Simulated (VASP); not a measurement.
# Mg7O (I-43m) in VASP: further runs, part 2 of 2

VASP 6.6.1. Earlier steps stand in the parts before.

## Step 4: Relaxation of cell and atoms, PBE

INCAR

```
SYSTEM = Mg7O
PREC = Accurate ; ENCUT = 600
EDIFF = 1E-7 ; ISMEAR = 0
SIGMA = 0.1 ; LREAL = .False.
LASPH = .True. ; NELM = 80
ALGO = Normal ; ISIF = 3
LWAVE = .False. ; LCHARG = .False.
GGA = PE ; IBRION = 2
NSW = 90 ; EDIFFG = -0.04
```

KPOINTS

```
Automatic mesh
0
Gamma
  4 4 4
  0 0 0
```

POSCAR

```
Mg7O
1.0
   -3.3624019200      3.3624019200      3.3624019200
    3.3624019200     -3.3624019200      3.3624019200
    3.3624019200      3.3624019200     -3.3624019200
Mg O
7 1
Direct
    0.0000000000      0.5000000000      0.5000000000
    0.5000000000      0.0000000000      0.5000000000
    0.5000000000      0.5000000000      0.0000000000
    0.4380295100      0.4380295100      0.4380295100
    0.0000000000      0.0000000000      0.5619704900
    0.0000000000      0.5619704900      0.0000000000
    0.5619704900      0.0000000000      0.0000000000
    0.0000000000      0.0000000000      0.0000000000
```

Potentials or basis: VASP PAW PBE potentials, release 64 (Mg, O).

On the command line:

```bash
$ cat potpaw_PBE.64/Mg/POTCAR potpaw_PBE.64/O/POTCAR > POTCAR
$ mpirun -np 1 vasp_std > vasp.out
```

OUTCAR:

```text
SYSTEM = Mg7O
   PREC = Accurate
   ENCUT = 600
   EDIFF = 1E-7
   ISMEAR = 0
   LREAL = .False.
   LASPH = .True.
   NELM = 80
   ISIF = 3
   GGA = PE
   IBRION = 2
   NSW = 90
   EDIFFG = -0.04

 ion  position               nearest neighbor table
   1  0.000  0.500  0.500-   4 2.81   5 2.81   6 2.81   7 2.81   6 3.05   5 3.05   7 3.05   4 3.05
                             3 3.36   2 3.36   3 3.36   2 3.36
   2  0.500  0.000  0.500-   4 2.81   5 2.81   7 2.81   6 2.81   7 3.05   4 3.05   5 3.05   6 3.05
                             3 3.36   3 3.36   1 3.36   1 3.36
   3  0.500  0.500  0.000-   6 2.81   7 2.81   5 2.81   4 2.81   4 3.05   7 3.05   6 3.05   5 3.05
                             2 3.36   2 3.36   1 3.36   1 3.36
   4  0.438  0.438  0.438-   8 2.55   2 2.81   1 2.81   3 2.81   2 3.05   3 3.05   1 3.05   6 3.41
                             5 3.41   5 3.41   6 3.41   7 3.41   7 3.41
   5  0.000  0.000  0.562-   8 2.55   3 2.81   1 2.81   2 2.81   1 3.05   2 3.05   3 3.05   6 3.41
                             7 3.41   7 3.41   4 3.41   4 3.41   6 3.41
   6  0.000  0.562  0.000-   8 2.55   2 2.81   1 2.81   3 2.81   1 3.05   2 3.05   3 3.05   7 3.41
                             5 3.41   7 3.41   4 3.41   4 3.41   5 3.41
   7  0.562  0.000  0.000-   8 2.55   1 2.81   2 2.81   3 2.81   2 3.05   1 3.05   3 3.05   6 3.41
                             4 3.41   4 3.41   5 3.41   6 3.41   5 3.41
   8  0.000  0.000  0.000-   4 2.55   5 2.55   6 2.55   7 2.55

  LATTYP: Found a body centered cubic cell.
 ALAT       =     6.7248038400

  Lattice vectors:

 A1 = (  -3.3624019200,   3.3624019200,   3.3624019200)
[... 182 lines left out ...]
  Total        2.8205170      2.8205170      2.8205170      0.0000000      0.0000000     -0.0000000
  in kB       29.7187436     29.7187436     29.7187436      0.0000000      0.0000000     -0.0000000
  external PRESSURE =      29.7187436 kB  Pullay stress =       0.0000000 kB
[... 107 lines left out ...]
  FREE ENERGIE OF THE ION-ELECTRON SYSTEM (eV)
  ---------------------------------------------------
  free  energy   TOTEN  =       -16.0426255563 eV

  energy  without entropy=      -16.0170101267  energy(sigma->0) =      -16.02981784

[... ionic steps 4 to 7 ...]

--------------------------------------- Ionic step        8  -------------------------------------------

 number of electron      19.9999994 magnetization

------------------------ aborting loop because EDIFF is reached ----------------------------------------
[... 79 lines left out ...]
--------------------------------------- Ionic step       10  -------------------------------------------

 number of electron      19.9999997 magnetization

 Free energy of the ion-electron system (eV)
  ---------------------------------------------------
  ext. energy  EPLUGINS =         0.00000000
  ---------------------------------------------------
  free energy    TOTEN  =       -17.83646570 eV

  energy without entropy =      -17.81733235  energy(sigma->0) =      -17.82689902

 E-fermi :   2.3166     XC(G=0):  -8.2035

 val. band max:        1.9547865665   @ k =   0.0000   0.0000   0.0000
 cond. band min:       2.3470305173   @ k =   0.2500   0.0000   0.0000
 fundamental gap:      0.3922439508
 Fermi energy:         2.3166074924

 k-point     1 :       0.0000    0.0000    0.0000
  band No.  band energies     occupation
      1     -16.4492      2.00000
      2      -3.7105      2.00000
      3      -2.7206      2.00000
      4      -2.7206      2.00000
      5      -2.7206      2.00000
      6       1.2697      2.00000
      7       1.2697      2.00000
      8       1.4755      2.00000
      9       1.4755      2.00000
     10       1.4755      2.00000
     11       1.9548      2.00000
     12       1.9548      2.00000
     13       1.9548      2.00000
     14       2.7564      0.00000
[... 160 lines left out ...]
  FREE ENERGIE OF THE ION-ELECTRON SYSTEM (eV)
  ---------------------------------------------------
  free  energy   TOTEN  =       -17.8364656968 eV

  energy  without entropy=      -17.8173323478  energy(sigma->0) =      -17.82689902

 reached required accuracy - stopping structural energy minimisation
```

OSZICAR:

```text
N       E                     dE             d eps       ncg     rms          rms(c)
DAV:   1     0.481508249403E+02    0.48151E+02   -0.70092E+03   240   0.114E+03
DAV:   2    -0.101787145582E+02   -0.58330E+02   -0.55988E+02   340   0.135E+02
DAV:   3    -0.183106153546E+02   -0.81319E+01   -0.80254E+01   289   0.492E+01
[... 121 lines left out ...]
DAV:   5    -0.178364408875E+02    0.51247E-03   -0.25816E-03   310   0.409E-01    0.115E-02
DAV:   6    -0.178364649742E+02   -0.24087E-04   -0.21369E-04   248   0.919E-02    0.218E-03
DAV:   7    -0.178364658463E+02   -0.87218E-06   -0.31993E-06   333   0.132E-02    0.360E-03
DAV:   8    -0.178364656836E+02    0.16276E-06   -0.10678E-06   249   0.827E-03    0.422E-04
DAV:   9    -0.178364656968E+02   -0.13235E-07   -0.14565E-07   142   0.243E-03
  10 F= -.17836466E+02 E0= -.17826899E+02  d E =-.139081E-01
```

It took 6.2 min on 1 thread of Intel Xeon Platinum 8488C (Sapphire Rapids), shared host; peak memory 0.33 GiB.

Results:

```yaml
Free_energy: -17.8365 eV
Relaxed_volume: 23.30 Å³/atom
Relaxed_cell: a = 6.233 Å, b = 6.233 Å, c = 6.233 Å, α = 109.47°, β = 109.47°, γ = 109.47°
Space_group_after_relaxing_to_0.1_Å: I-43m (No. 217)
Energy_gained_by_relaxing: 253.8 meV/atom
Ionic_steps: 10
Pressure_after_relaxing: 0.0 GPa
Band_gap_on_the_k_mesh: zero (bands 10 and 11 overlap by 0.83 eV)
```

Step by step:
```csv
step,energy change (eV),largest force (eV/Å),pressure (GPa),volume (Å³)
1,0.0000,0.6459,2.97,152.06
2,-0.1682,0.6821,0.57,159.95
3,-0.2362,0.7250,-1.61,169.38
4,-0.4114,0.7983,-1.67,170.00
5,-1.0216,0.9368,-1.50,171.86
6,-1.9837,0.0313,1.53,175.62
7,-1.9707,0.4579,0.31,193.30
8,-2.0161,0.2150,0.88,183.49
9,-1.9998,0.2806,-1.19,190.96
10,-2.0300,0.0020,-0.01,186.42
```

Final structure:
```
CELL_PARAMETERS angstrom
-3.59866 3.59866 3.59866
3.59866 -3.59866 3.59866
3.59866 3.59866 -3.59866
ATOMIC_POSITIONS crystal
Mg 0.00000 0.50000 0.50000
Mg 0.50000 0.00000 0.50000
Mg 0.50000 0.50000 0.00000
Mg 0.32233 0.32233 0.32233
Mg 0.00000 0.00000 0.67767
Mg 0.00000 0.67767 0.00000
Mg 0.67767 0.00000 0.00000
O 0.00000 0.00000 0.00000
```

Caveat: the volume moved by over 15 % at a fixed basis, so the end points are rough.

## Step 5: Single point, PBE, collinear spin, ferromagnetic start

INCAR

```
SYSTEM = Mg7O
PREC = Accurate
ENCUT = 520
EDIFF = 1E-6
ISMEAR = 0
SIGMA = 0.1
LREAL = .False.
LASPH = .True.
NELM = 150
ALGO = Normal
ISIF = 2
LWAVE = .False.
LCHARG = .False.
ISPIN = 2
MAGMOM = 0 0 0 0 0 0 0 1
LORBIT = 11
GGA = PE
NBANDS = 24
```

KPOINTS

```
regular mesh
0
Gamma
  4 4 4
  0 0 0
```

POSCAR is that of step 4.

On the command line:

```bash
$ cat potpaw_PBE.64/Mg/POTCAR potpaw_PBE.64/O/POTCAR > POTCAR
$ mpirun -np 1 vasp_std > vasp.out
```

It took 74 s on 1 thread of Intel Xeon Platinum 8488C (Sapphire Rapids), shared host; peak memory 0.4 GiB.

It converged, with:

```yaml
Free_energy: -15.8047 eV
Pressure: 3.0 GPa
Largest_force: 0.645 eV/Å
Band_gap_on_the_k_mesh: zero (filled and empty bands overlap)
Net_moment: 0.00 μB per cell
Valence_electrons_inside_the_program's_atomic_spheres: Mg 0.39, 0.36 (each value once); O 4.80
```

Forces on the atoms (eV/Å):
```
Mg   0.000  0.000  0.000
Mg   0.000  0.000  0.000
Mg   0.000  0.000  0.000
Mg  -0.373 -0.373 -0.373
Mg   0.373  0.373 -0.373
Mg   0.373 -0.373  0.373
Mg  -0.373  0.373  0.373
O    0.000  0.000  0.000
```

Levels at points of the mesh, in eV from the Fermi level:
Spin up:
| k point | band 7 | band 8 | band 9 | band 10 | band 11 | band 12 | band 13 | band 14 |
| --- | --- | --- | --- | --- | --- | --- | --- | --- |
| (0.00, 0.00, 0.00) | -1.76 | -1.76 | -0.80 | -0.80 | -0.57 | -0.57 | -0.57 | 1.16 |
| (0.50, 0.00, 0.00) | -2.31 | -1.95 | -1.34 | -0.27 | -0.09 | 1.01 | 2.16 | 2.34 |
| (0.50, 0.50, 0.50) | -1.83 | -1.83 | -1.83 | -1.29 | 1.65 | 1.65 | 1.65 | 2.86 |
Spin down:
```tsv
k point	band 7	band 8	band 9	band 10	band 11	band 12	band 13	band 14
(0.00, 0.00, 0.00)	-1.76	-1.76	-0.80	-0.80	-0.57	-0.57	-0.57	1.16
(0.50, 0.00, 0.00)	-2.31	-1.95	-1.34	-0.27	-0.09	1.01	2.16	2.34
(0.50, 0.50, 0.50)	-1.83	-1.83	-1.83	-1.29	1.65	1.65	1.65	2.86
```

## Step 6: Single point, PBE

This run uses another cell than the first one, of 23.35 Å³/atom.

INCAR

```
PREC     = Accurate       # precision mode
ENCUT    = 520            # plane-wave cutoff, eV
EDIFF    = 1E-6           # SCF threshold, eV
ISMEAR   = 0              # smearing method
SIGMA    = 0.1            # smearing width, eV
LREAL    = F              # projectors in reciprocal space
LASPH    = T              # aspherical terms in the spheres
NELM     = 100            # most SCF steps
ALGO     = Normal         # electronic algorithm
ISIF     = 2              # what is computed and relaxed
LWAVE    = F              # write WAVECAR
LCHARG   = F              # write CHGCAR
GGA      = PE             # functional
NBANDS   = 20             # bands
```

KPOINTS

```
regular mesh
0
Gamma
  8 8 8
```

POSCAR

```
Mg7O
1.0
   -3.6012240250      3.6012240250      3.6012240250
    3.6012240250     -3.6012240250      3.6012240250
    3.6012240250      3.6012240250     -3.6012240250
Mg O
7 1
Direct
    0.0000000000      0.5000000000      0.5000000000
    0.5000000000      0.0000000000      0.5000000000
    0.5000000000      0.5000000000      0.0000000000
    0.3227329613      0.3227329613      0.3227329613
    0.0000000000      0.0000000000      0.6772670387
    0.0000000000      0.6772670387      0.0000000000
    0.6772670387      0.0000000000      0.0000000000
    0.0000000000      0.0000000000      0.0000000000
```

Potentials or basis: VASP PAW PBE potentials, release 64 (Mg, O).

On the command line:

```bash
$ cat potpaw_PBE.64/Mg/POTCAR potpaw_PBE.64/O/POTCAR > POTCAR
$ mpirun -np 1 vasp_std > vasp.out
```

It took 98 s on 1 thread of Intel Xeon Platinum 8488C (Sapphire Rapids), shared host; peak memory 0.36 GiB.

The run converged. Its results:

- Free energy: -17.7610 eV
- Pressure: -0.1 GPa
- Largest force: 0.004 eV/Å
- Band gap on the k mesh: zero (bands 10 and 11 overlap by 1.05 eV)

Forces in eV/Å, atoms in the order of the input:
```
Mg   0.000  0.000  0.000
Mg   0.000  0.000  0.000
Mg   0.000  0.000  0.000
Mg  -0.002 -0.002 -0.002
Mg   0.002  0.002 -0.002
Mg   0.002 -0.002  0.002
Mg  -0.002  0.002  0.002
O    0.000  0.000  0.000
```

Levels at points of the mesh, in eV from the Fermi level:
```
           k point  band 6  band 7  band 8  band 9  band 10  band 11  band 12  band 13  band 14  band 15
(0.00, 0.00, 0.00)   -0.83   -0.83   -0.63   -0.63    -0.63    -0.15    -0.15    -0.15     0.65     0.65
(0.50, 0.00, 0.00)   -3.44   -1.78   -1.57   -1.16    -0.66     0.31     1.30     1.68     1.86     2.67
(0.50, 0.50, 0.50)   -3.52   -2.19   -2.19   -2.19    -1.71     2.10     2.10     2.10     2.59     2.59
```

## Step 7: Summary

| task | spin | cell | k mesh | cutoff (eV) | gap on the mesh (eV) | pressure (GPa) | largest force (eV/Å) |
| --- | --- | --- | --- | --- | --- | --- | --- |
| single point | off | a = 5.824 Å, angles 109.5°, 8 atoms, atomic positions A | 4 × 4 × 4 | 520 | none | 3.0 | 0.65 |
| single point | off | a = 6.211 Å, angles 109.5°, 8 atoms, atomic positions B | 4 × 4 × 4 | 520 | none | 0.2 | 0.01 |
| relaxation of cell and atoms | off | relaxed from a = 5.824 Å, angles 109.5°, 8 atoms, atomic positions A | 4 × 4 × 4 | 600 | none | 0.0 | - |
| single point | collinear, ferromagnetic start | a = 5.824 Å, angles 109.5°, 8 atoms, atomic positions A | 4 × 4 × 4 | 520 | none | 3.0 | 0.65 |
| single point | off | a = 6.238 Å, angles 109.5°, 8 atoms, atomic positions B | 8 × 8 × 8 | 520 | none | -0.1 | - |

Alike in all rows: level PBE; potentials or basis VASP PAW PBE potentials, release 64 (Mg, O); smearing gaussian 0.1 eV.

Caveats: the volume moved by over 15 % at a fixed basis, so the end points are rough (at least some runs).

Absolute energies hang on the potentials; compare differences alone.
